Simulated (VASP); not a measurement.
# KCl (R-3m) in VASP: further runs, part 2 of 3

VASP 6.6.1.

### 4 Electric field gradients, PBEsol (equal xy, yz and zx shear strains of +1 %)

File INCAR:

```
PREC = Accurate ; ENCUT = 400
EDIFF = 1E-8 ; ISMEAR = -1
SIGMA = 0.02 ; LREAL = F
LASPH = T ; NELM = 120
ALGO = Normal ; ISIF = 2
LWAVE = F ; LCHARG = F
GGA = PS ; LEFG = T
NBANDS = 15 ; GGA_COMPAT = F
```

File KPOINTS:

```
Automatic mesh
0
Gamma
  7 7 7
```

File POSCAR:

```
KCl
1.0
    3.6340000000      0.0181700000      0.0181700000
    0.0181700000      3.6340000000      0.0181700000
    0.0181700000      0.0181700000      3.6340000000
K Cl
1 1
Direct
    0.0000000000      0.0000000000      0.0000000000
    0.5000000000      0.5000000000      0.5000000000
```

Potentials or basis: VASP PAW PBE potentials, release 64 (K_sv, Cl).

Launch:

```sh
> cat potpaw_PBE.64/K_sv/POTCAR potpaw_PBE.64/Cl/POTCAR > POTCAR
> mpirun -np 1 vasp_std > vasp.out
```

OUTCAR:

```text
PREC = Accurate
   ENCUT = 400
   EDIFF = 1E-8
   ISMEAR = -1
   LREAL = F
   LASPH = T
   NELM = 120
   ISIF = 2
   GGA = PS

 ion  position               nearest neighbor table
   1  0.000  0.000  0.000-   2 3.14   2 3.14   2 3.14   2 3.14   2 3.14   2 3.14   2 3.18   2 3.18

   2  0.500  0.500  0.500-   1 3.14   1 3.14   1 3.14   1 3.14   1 3.14   1 3.14   1 3.18   1 3.18

  LATTYP: Found a trigonal (rhomboedric) cell.
 ALAT       =     3.6340908489
 COS(alpha) =     0.0100244988

  Lattice vectors:

 A1 = (   3.6340000000,   0.0181700000,   0.0181700000)
 A2 = (   0.0181700000,   3.6340000000,   0.0181700000)
 A3 = (   0.0181700000,   0.0181700000,   3.6340000000)

Analysis of symmetry for initial positions (statically):
=====================================================================
 Subroutine PRICEL returns:
 Original cell was already a primitive cell.

 Routine SETGRP: Setting up the symmetry group for a
 trigonal (rhombohedral) supercell.

 Subroutine GETGRP returns: Found 12 space group operations
 (whereof 12 operations were pure point group operations)
 out of a pool of 12 trial point group operations.

The static configuration has the point symmetry D_3d.

Analysis of symmetry for dynamics (positions and initial velocities):
=====================================================================
 Subroutine PRICEL returns:
 Original cell was already a primitive cell.

 Routine SETGRP: Setting up the symmetry group for a
 trigonal (rhombohedral) supercell.

 Subroutine GETGRP returns: Found 12 space group operations
 (whereof 12 operations were pure point group operations)
 out of a pool of 12 trial point group operations.

The dynamic configuration has the point symmetry D_3d.

 Subroutine INISYM returns: Found 12 space group operations
 (whereof 12 operations are pure point group operations),
 and found     1 'primitive' translations

----------------------------------------------------------------------------------------

                                     Primitive cell

  volume of cell :      47.9869

  direct lattice vectors                    reciprocal lattice vectors
     3.634000000  0.018170000  0.018170000     0.275192557 -0.001369117 -0.001369117
     0.018170000  3.634000000  0.018170000    -0.001369117  0.275192557 -0.001369117
     0.018170000  0.018170000  3.634000000    -0.001369117 -0.001369117  0.275192557

  length of vectors
     3.634090849  3.634090849  3.634090849     0.275199369  0.275199369  0.275199369

  position of ions in fractional coordinates (direct lattice)
     0.000000000  0.000000000  0.000000000
     0.500000000  0.500000000  0.500000000

  ion indices of the primitive-cell ions
   primitive index   ion index
                 1           1
                 2           2

----------------------------------------------------------------------------------------

 KPOINTS: Automatic mesh

Automatic generation of k-mesh.
 Grid dimensions read from file:
 generate k-points for:    7    7    7

 Generating k-lattice:

  Cartesian coordinates                     Fractional coordinates (reciprocal lattice)
[... 75 lines left out ...]
   ISMEAR =    -1;   SIGMA  =   0.02  broadening in eV -4-tet -1-fermi 0-gaus
   EFERMI_NEDOS =   21; number of points for ismear=-14 and -15
   IALGO  =     38    algorithm
   IMIX   =      4    mixing-type and parameters
     AMIX     =   0.40;   BMIX     =  1.00
     AMIX_MAG =   1.60;   BMIX_MAG =  1.00
  volume/ion in A,a.u.               =      23.99       161.92
  Fermi-wavevector in a.u.,A,eV,Ry     =   1.135204  2.145225 17.533678  1.288689
  Thomas-Fermi vector in A             =   2.271909
   LORBIT       =      0    0 simple, 1 ext, 2 COOP (PROOUT), +10 PAW based schemes
   GGA     = PS    functional components
   LHFCALC =     F    Hartree Fock is set to
   AEXX    =    0.0000 exact exchange contribution
   IVDW    =     0    specifies the selected vdW correction
   LEPSILON=     F    determine dielectric tensor
   LRPA    =     F    only Hartree local field effects (RPA)
 non-spin polarized calculation
  energy-cutoff  :      400.00
  volume of cell :       47.99
 maximum number of plane-waves:       886
   NGX = 11   NGY = 11   NGZ = 11

 number of electron      15.9999994 magnetization

 Free energy of the ion-electron system (eV)
  ---------------------------------------------------
  ext. energy  EPLUGINS =         0.00000000
  ---------------------------------------------------
  free energy    TOTEN  =        -6.88482296 eV

  energy without entropy =       -6.88482296  energy(sigma->0) =       -6.88482296

 E-fermi :   0.5035     XC(G=0):  -9.0303

 val. band max:       -0.0372158207   @ k =   0.4286   0.4286   0.0000
 cond. band min:       5.3573819468   @ k =   0.0000   0.0000   0.0000
 fundamental gap:      5.3945977675
 Fermi energy:         0.5034665378

 k-point     1 :       0.0000    0.0000    0.0000
  band No.  band energies     occupation
      1     -27.6573      2.00000
      2     -12.9109      2.00000
      3     -11.0696      2.00000
      4     -11.0696      2.00000
      5     -11.0637      2.00000
      6      -0.2473      2.00000
      7      -0.2473      2.00000
      8      -0.2344      2.00000
      9       5.3574      0.00000
     10       6.2114      0.00000
     11       6.2114      0.00000
     12      10.9890      0.00000
     13      10.9890      0.00000
     14      11.1018      0.00000
[... 401 lines left out ...]
      2     -12.7638      2.00000
      3     -11.2947      2.00000
      4     -11.1507      2.00000
      5     -11.0594      2.00000
      6      -1.7333      2.00000
      7      -1.1396      2.00000
      8      -0.4719      2.00000
      9       7.2690      0.00000
     10       8.2215      0.00000
     11       8.9052      0.00000
     12       9.5849      0.00000
     13      10.5014      0.00000
     14      10.8869      0.00000
     15      13.0943      0.00000

 [... further k-points ...]
[... 5 lines left out ...]
  --------------------------------------------------------------------------------------
  -------------------------------------------------------------------------------------
  Total        0.7209895      0.7209895      0.7209895     -0.0384139     -0.0384139     -0.0384139
  in kB       24.0722797     24.0722797     24.0722797     -1.2825562     -1.2825562     -1.2825562
  external PRESSURE =      24.0722797 kB  Pullay stress =       0.0000000 kB

 VOLUME and BASIS-vectors are now :
 -----------------------------------------------------------------------------
  energy-cutoff  :      400.00
  volume of cell :       47.99
      direct lattice vectors                 reciprocal lattice vectors
     3.634000000  0.018170000  0.018170000     0.275192557 -0.001369117 -0.001369117
     0.018170000  3.634000000  0.018170000    -0.001369117  0.275192557 -0.001369117
     0.018170000  0.018170000  3.634000000    -0.001369117 -0.001369117  0.275192557

 POSITION                                       TOTAL-FORCE (eV/Angst)
 -----------------------------------------------------------------------------------
      0.00000      0.00000      0.00000        -0.000000     -0.000000     -0.000000
      1.83517      1.83517      1.83517         0.000000      0.000000      0.000000
 -----------------------------------------------------------------------------------
    total drift:                               -0.000000      0.000000     -0.000000

  FREE ENERGIE OF THE ION-ELECTRON SYSTEM (eV)
  ---------------------------------------------------
  free  energy   TOTEN  =        -6.8848229571 eV

  energy  without entropy=       -6.8848229571  energy(sigma->0) =       -6.88482296

 Electric field gradients (V/A^2)
---------------------------------------------------------------------
 ion       V_xx      V_yy      V_zz      V_xy      V_xz      V_yz
---------------------------------------------------------------------
   1      -0.000     0.000     0.000     1.134     1.134     1.134
   2      -0.000    -0.000     0.000     0.344     0.344     0.344
---------------------------------------------------------------------

 Electric field gradients after diagonalization (V/A^2)
 (convention: |V_zz| > |V_xx| > |V_yy|)
----------------------------------------------------------------------
 ion       V_xx      V_yy      V_zz     asymmetry (V_yy - V_xx)/ V_zz
----------------------------------------------------------------------
   1      -1.134    -1.134     2.268       0.000
   2      -0.344    -0.344     0.689       0.000
----------------------------------------------------------------------

           NMR quadrupolar parameters

 Cq : quadrupolar parameter    Cq=e*Q*V_zz/h
 eta: asymmetry parameters     (V_yy - V_xx)/ V_zz
 Q  : nuclear electric quadrupole moment in mb (millibarn)
----------------------------------------------------------------------
 ion       Cq(MHz)       eta       Q (mb)
----------------------------------------------------------------------
   1       0.005       0.000       1.000
   2       0.002       0.000       1.000
----------------------------------------------------------------------
```

stdout:

```text
POSCAR found type information on POSCAR K Cl
 POSCAR found :  2 types and       2 ions
 scaLAPACK will be used
 -----------------------------------------------------------------------------
|                                                                             |
|                                                                             |
|     You enforced a specific xc type in the INCAR file but a different       |
|     I HOPE YOU KNOW WHAT YOU ARE DOING!                                     |
|                                                                             |
 -----------------------------------------------------------------------------

 LDA part: xc-table for (Slater+PW92), standard interpolation
 POSCAR, INCAR and KPOINTS ok, starting setup
 FFT: planning ... GRIDC
 FFT: planning ... GRID_SOFT
 FFT: planning ... GRID
 WAVECAR not read
 entering main loop
ion   1

ion   2
```

Wall time 16 s (1 thread of AMD EPYC 7R13 (Zen 3), shared host); peak memory 0.12 GiB.

What came out:

| Property | Result |
| --- | --- |
| Free energy | -6.8848 eV |
| Pressure | 2.4 GPa |
| Band gap on the k mesh | 5.39 eV (least direct gap 5.59 eV) |
| Largest electric field gradient by atom | K +2.3; Cl +0.7 V/Å² |

Levels at points of the mesh, in eV from the valence-band top:
```csv
k point,band 5,band 6,band 7,band 8,band 9,band 10,band 11,band 12
"(0.00, 0.00, 0.00)",-11.03,-0.21,-0.21,-0.20,5.39,6.25,6.25,11.03
```

Electric field gradients, principal values (V/Å²):
| atom | least | middle | greatest (by size) |
| --- | --- | --- | --- |
| 1 K | -1.134 | -1.134 | 2.268 |
| 2 Cl | -0.344 | -0.344 | 0.689 |

Caveat: the cell differs from its parent crystal (equal xy, yz and zx shear strains of +1 %); without QUAD_EFG the Cq values of the log hold for a quadrupole moment of 1 mb, not for the nuclei; the PAW data sets were made with another functional, which shifts forces and pressure a little. A k mesh can miss the band edges.

[end of part 2 of 3]
